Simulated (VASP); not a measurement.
# BN in VASP: single point with LDA

Aim: the single point of BN with LDA.

Program: VASP 6.6.1. These are calculated values, not measurements. Logs are shortened: lines on timing, memory, paths and dates and some standing lists are left out, and cuts for length are marked.

## 1. The cell of the first run

The cell holds a sheet with vacuum, 2 atoms: a = 2.502 Å, b = 4.334 Å, c = 16.002 Å, α = 90.00°, β = 90.00°, γ = 30.00°.

## 2. Single point, LDA (last atom moved by 0.04 Å along z)

INCAR reads:

```
  GGA = CA
  LDIPOL = True
  IDIPOL = 3
  DIPOL = 0.5 0.5 0.501
  ISMEAR = 0
  SIGMA = 0.03
  LWAVE = False
  LCHARG = False
  ISIF = 0
  PREC = Accurate
  LASPH = True
  LREAL = False
  ALGO = Normal
  EDIFF = 1E-8
  NELM = 120
  GGA_COMPAT = False
  ENCUT = 720
  EFERMI = MIDGAP
  NELMDL = -8
  ADDGRID = False
```

KPOINTS reads:

```
Automatic mesh
0
Gamma
  34 34 1
  0 0 0
```

POSCAR reads:

```
BN
1.0
    2.5022435663      0.0000000000      0.0000000000
    3.7533653496      2.1670064949      0.0000000000
    0.0000000000      0.0000000000     16.0024561708
B N
1 1
Direct
    0.0000000000      0.0000000000      0.5000767400
    1.0000000000      0.6666666700      0.5024228700
```

Potentials or basis: VASP PAW LDA potentials, release 64 (B, N).

The run is started by

```bash
> cat potpaw_LDA.64/B/POTCAR potpaw_LDA.64/N/POTCAR > POTCAR
> mpirun -np 1 vasp_std > vasp.out
```

OUTCAR:

```text
GGA = CA
   ISMEAR = 0
   ISIF = 0
   PREC = Accurate
   LASPH = True
   LREAL = False
   EDIFF = 1E-8
   NELM = 120
   ENCUT = 720
   EFERMI = MIDGAP
   NELMDL = -8

 ion  position               nearest neighbor table
   1  0.000  0.000  0.500-   2 1.45   2 1.45   2 1.45
   2  0.000  0.667  0.502-   1 1.45   1 1.45   1 1.45

  LATTYP: Found a hexagonal cell.
 ALAT       =     2.5022435662
 C/A-ratio  =     6.3952432076

  Lattice vectors:

 A1 = (  -1.2511217830,   2.1670064949,   0.0000000000)
 A2 = (  -1.2511217833,  -2.1670064949,   0.0000000000)
 A3 = (   0.0000000000,   0.0000000000,  16.0024561708)

Analysis of symmetry for initial positions (statically):
=====================================================================
 Subroutine PRICEL returns:
 Original cell was already a primitive cell.

 Routine SETGRP: Setting up the symmetry group for a
 hexagonal supercell.

 Subroutine GETGRP returns: Found  6 space group operations
 (whereof  6 operations were pure point group operations)
 out of a pool of 24 trial point group operations.

The static configuration has the point symmetry C_3v.

Analysis of symmetry for dynamics (positions and initial velocities):
=====================================================================
 Subroutine PRICEL returns:
 Original cell was already a primitive cell.

 Routine SETGRP: Setting up the symmetry group for a
 hexagonal supercell.

 Subroutine GETGRP returns: Found  6 space group operations
 (whereof  6 operations were pure point group operations)
 out of a pool of 24 trial point group operations.

The dynamic configuration has the point symmetry C_3v.

 Subroutine INISYM returns: Found  6 space group operations
 (whereof  6 operations are pure point group operations),
 and found     1 'primitive' translations

----------------------------------------------------------------------------------------

                                     Primitive cell

  volume of cell :      86.7714

  direct lattice vectors                    reciprocal lattice vectors
     2.502243566  0.000000000  0.000000000     0.399641351 -0.692199125  0.000000000
     3.753365350  2.167006495  0.000000000     0.000000000  0.461466083  0.000000000
     0.000000000  0.000000000 16.002456171     0.000000000  0.000000000  0.062490407

  length of vectors
     2.502243566  4.334012990 16.002456171     0.799282703  0.461466083  0.062490407

  position of ions in fractional coordinates (direct lattice)
     0.000000000  0.000000000  0.500076740
     0.000000000  0.666666670  0.502422870

  ion indices of the primitive-cell ions
   primitive index   ion index
                 1           1
                 2           2

----------------------------------------------------------------------------------------

 KPOINTS: Automatic mesh

Automatic generation of k-mesh.
 Grid dimensions read from file:
 generate k-points for:   34   34    1

 Generating k-lattice:

  Cartesian coordinates                     Fractional coordinates (reciprocal lattice)
     0.011754157 -0.020358798  0.000000000     0.029411765  0.000000000  0.000000000
     0.000000000  0.013572532  0.000000000     0.000000000  0.029411765  0.000000000
     0.000000000  0.000000000  0.062490407     0.000000000  0.000000000  1.000000000

  Length of vectors
     0.023508315  0.013572532  0.062490407

  Shift w.r.t. Gamma in fractional coordinates (k-lattice)
     0.000000000  0.000000000  0.000000000

 Subroutine IBZKPT returns following result:
 ===========================================

 Found    114 irreducible k-points:

 Following reciprocal coordinates:
            Coordinates               Weight
  0.000000  0.000000  0.000000      1.000000
  0.029412  0.000000  0.000000      6.000000
  0.058824  0.000000  0.000000      6.000000
  0.088235  0.000000  0.000000      6.000000
  0.117647  0.000000  0.000000      6.000000
  0.147059  0.000000  0.000000      6.000000
[... 16 lines left out ...]
  0.147059  0.029412  0.000000     12.000000
  0.176471  0.029412  0.000000     12.000000
 [... further k-points ...]
   k-points           NKPTS =    114   k-points in BZ     NKDIM =    114   number of bands    NBANDS=      8
   number of dos      NEDOS =    301   number of ions     NIONS =      2
   total plane-waves  NPLWV = 134400
   dimension x,y,z NGX =    24 NGY =   40 NGZ =  140
   dimension x,y,z NGXF=    48 NGYF=   80 NGZF=  280
   ions per type =               1   1
   NGX,Y,Z   is equivalent  to a cutoff of  15.95, 15.34, 14.54 a.u.
   NGXF,Y,Z  is equivalent  to a cutoff of  31.89, 30.69, 29.09 a.u.
 SYSTEM =  unknown system
   PREC   = accura    normal or accurate (medium, high low for compatibility)
   ISTART =      0    job   : 0-new  1-cont  2-samecut
   ICHARG =      2    charge: 1-file 2-atom 10-const
   ISPIN  =      1    spin polarized calculation?
   LNONCOLLINEAR =      F non collinear calculations
   LSORBIT =      F    spin-orbit coupling
   LASPH  =      T    aspherical Exc in radial PAW
   ENCUT  =  720.0 eV  52.92 Ry    7.27 a.u.   5.47  9.48 35.01*2*pi/ulx,y,z
   NELM   =    120;   NELMIN=  2; NELMDL= -8     # of ELM steps
   EDIFF  = 0.1E-07   stopping-criterion for ELM
   LREAL  =      F    real-space projection
   EDIFFG = 0.1E-06   stopping-criterion for IOM
   NSW    =      0    number of steps for IOM
   IBRION =     -1    ionic relax: 0-MD 1-quasi-New 2-CG
   NFREE  =      0    steps in history (QN), initial steepest desc. (CG)
   ISIF   =      0    stress and relaxation
   ISYM   =      2    0-nonsym 1-usesym 2-fastsym
   POTIM  = 0.5000    time-step for ionic-motion
   TEBEG  =    0.0;   TEEND  =   0.0 temperature during run

   SCALEE = 1.0000    scale energy and forces
   PSTRESS=    0.0 pullay stress
   NELECT =       8.0000    total number of electrons
   NUPDOWN=      -1.0000    fix difference up-down
   EMIN   =  10.00;   EMAX   =-10.00  energy-range for DOS
   EFERMI =   0.00;   METHOD = MIDGAP
   ISMEAR =     0;   SIGMA  =   0.03  broadening in eV -4-tet -1-fermi 0-gaus
   EFERMI_NEDOS =   21; number of points for ismear=-14 and -15
   IALGO  =     38    algorithm
   IMIX   =      4    mixing-type and parameters
     AMIX     =   0.40;   BMIX     =  1.00
     AMIX_MAG =   1.60;   BMIX_MAG =  1.00
  volume/ion in A,a.u.               =      43.39       292.78
  Fermi-wavevector in a.u.,A,eV,Ry     =   0.739570  1.397585  7.441896  0.546964
  Thomas-Fermi vector in A             =   1.833765
   LORBIT       =      0    0 simple, 1 ext, 2 COOP (PROOUT), +10 PAW based schemes
   GGA     = CA    functional components
   LHFCALC =     F    Hartree Fock is set to
   AEXX    =    0.0000 exact exchange contribution
   IVDW    =     0    specifies the selected vdW correction
   LEPSILON=     F    determine dielectric tensor
   LRPA    =     F    only Hartree local field effects (RPA)

   CSHIFT  =0.1000    complex shift for real part using Kramers Kronig

   OMEGAMAX=  -1.0    maximum frequency
 non-spin polarized calculation
 Gauss-broadening in eV      SIGMA  =   0.03
  energy-cutoff  :      720.00
  volume of cell :       86.77
 maximum number of plane-waves:      3881
 NGX is ok and might be reduce to    24
   NGX = 11   NGY = 19   NGZ = 71

 added-field ion interaction          0.000000 eV  (added to PSCEN)

 number of electron       8.0000000 magnetization

 DIPCOR: dipole corrections for dipol
 direction  3 min pos     1,
 dipolmoment           0.000000      0.000000      0.009097 electrons x Angstroem
 Tr[quadrupol]        -9.700955

 energy correction for charged system         0.000000 eV

 dipol+quadrupol energy correction           -0.000086 eV

 added-field ion interaction         -0.003747 eV  (added to PSCEN)

 Free energy of the ion-electron system (eV)
  ---------------------------------------------------
  ext. energy  EPLUGINS =         0.00000000
  ---------------------------------------------------
  free energy    TOTEN  =       -19.22926540 eV

  energy without entropy =      -19.22926540  energy(sigma->0) =      -19.22926540

 E-fermi :  -2.1066     XC(G=0):  -2.6890

 val. band max:       -4.3963967604   @ k =   0.3235   0.0000   0.0000
 cond. band min:       0.1831739436   @ k =   0.3235   0.0000   0.0000
 fundamental gap:      4.5795707040
 Fermi energy:        -2.1066114084

 k-point     1 :       0.0000    0.0000    0.0000
  band No.  band energies     occupation
      1     -21.8493      2.00000
      2      -9.7050      2.00000
      3      -5.7276      2.00000
      4      -5.7276      2.00000
      5       0.3865      0.00000
      6       1.5890      0.00000
      7       2.0227      0.00000
      8       3.5581      0.00000

 k-point     2 :       0.0294    0.0000    0.0000
  band No.  band energies     occupation
      1     -21.7992      2.00000
      2      -9.6373      2.00000
      3      -5.9381      2.00000
      4      -5.8298      2.00000
      5       0.4727      0.00000
      6       1.6675      0.00000
      7       2.1061      0.00000
      8       3.6326      0.00000

 k-point     3 :       0.0588    0.0000    0.0000
  band No.  band energies     occupation
      1     -21.6497      2.00000
      2      -9.4354      2.00000
      3      -6.5128      2.00000
      4      -6.1262      2.00000
      5       0.7257      0.00000
      6       1.9012      0.00000
      7       2.3552      0.00000
      8       3.8519      0.00000

 k-point     4 :       0.0882    0.0000    0.0000
  band No.  band energies     occupation
      1     -21.4037      2.00000
      2      -9.1027      2.00000
      3      -7.3281      2.00000
      4      -6.5886      2.00000
      5       1.1362      0.00000
      6       2.2834      0.00000
      7       2.7683      0.00000
      8       4.1971      0.00000

 k-point     5 :       0.1176    0.0000    0.0000
  band No.  band energies     occupation
      1     -21.0668      2.00000
      2      -8.6473      2.00000
      3      -8.2626      2.00000
      4      -7.1761      2.00000
      5       1.6971      0.00000
      6       2.7921      0.00000
      7       3.3433      0.00000
      8       4.5898      0.00000
[... 177 lines left out ...]
 k-point    22 :       0.1176    0.0294    0.0000
  band No.  band energies     occupation
      1     -21.2422      2.00000
      2      -8.8839      2.00000
      3      -7.8065      2.00000
      4      -6.8666      2.00000
      5       1.4046      0.00000
      6       2.5308      0.00000
      7       3.0425      0.00000
      8       4.4031      0.00000

 k-point    23 :       0.1471    0.0294    0.0000
  band No.  band energies     occupation
      1     -20.8631      2.00000
      2      -8.7725      2.00000
      3      -8.3641      2.00000
      4      -7.4943      2.00000
      5       2.0364      0.00000
      6       3.0750      0.00000
      7       3.6965      0.00000
      8       4.7210      0.00000

 k-point    24 :       0.1765    0.0294    0.0000
  band No.  band energies     occupation
      1     -20.4089      2.00000
      2      -9.7278      2.00000
      3      -8.1829      2.00000
      4      -7.7403      2.00000
      5       2.7670      0.00000
      6       3.4614      0.00000
      7       4.4847      0.00000
      8       4.7973      0.00000

 [... further k-points ...]

------------------------ aborting loop because EDIFF is reached ----------------------------------------

 vacuum level on the upper side and lower side of the slab       (xc-potential included)         0.111        -0.182

 VOLUME and BASIS-vectors are now :
 -----------------------------------------------------------------------------
  energy-cutoff  :      720.00
  volume of cell :       86.77
      direct lattice vectors                 reciprocal lattice vectors
     2.502243566  0.000000000  0.000000000     0.399641351 -0.692199125  0.000000000
     3.753365350  2.167006495  0.000000000     0.000000000  0.461466083  0.000000000
     0.000000000  0.000000000 16.002456171     0.000000000  0.000000000  0.062490407

 POSITION                                       TOTAL-FORCE (eV/Angst)
 -----------------------------------------------------------------------------------
      0.00000      0.00000      8.00246         0.000000      0.000000      0.572282
      2.50224      1.44467      8.04000        -0.000000      0.000000     -0.572282
 -----------------------------------------------------------------------------------
    total drift:                               -0.000009     -0.000006      0.000108

  FREE ENERGIE OF THE ION-ELECTRON SYSTEM (eV)
  ---------------------------------------------------
  free  energy   TOTEN  =       -19.2292654035 eV

  energy  without entropy=      -19.2292654035  energy(sigma->0) =      -19.22926540

 vacuum level on the upper side and lower side of the slab         1.841         1.538
```

It took 4.1 min on 1 thread of AMD EPYC 9R45 (Zen 5), shared host; peak memory 0.34 GiB.

What came out:

| Property | Result |
| --- | --- |
| Free energy | -19.2293 eV |
| Largest force | 0.572 eV/Å |
| Band gap on the k mesh | 4.58 eV |

Forces on the atoms (eV/Å):
```
B    0.000  0.000  0.572
N    0.000  0.000 -0.572
```

Levels at points of the mesh, in eV from the valence-band top:
```csv
k point,band 1,band 2,band 3,band 4,band 5,band 6,band 7,band 8
"(0.00, 0.00, 0.00)",-17.45,-5.31,-1.33,-1.33,4.78,5.99,6.42,7.95
"(0.50, 0.00, 0.00)",-14.33,-8.85,-4.14,-0.91,4.66,9.77,12.51,13.01
```

Caveat: the cell differs from its parent crystal (last atom moved by 0.04 Å along z).
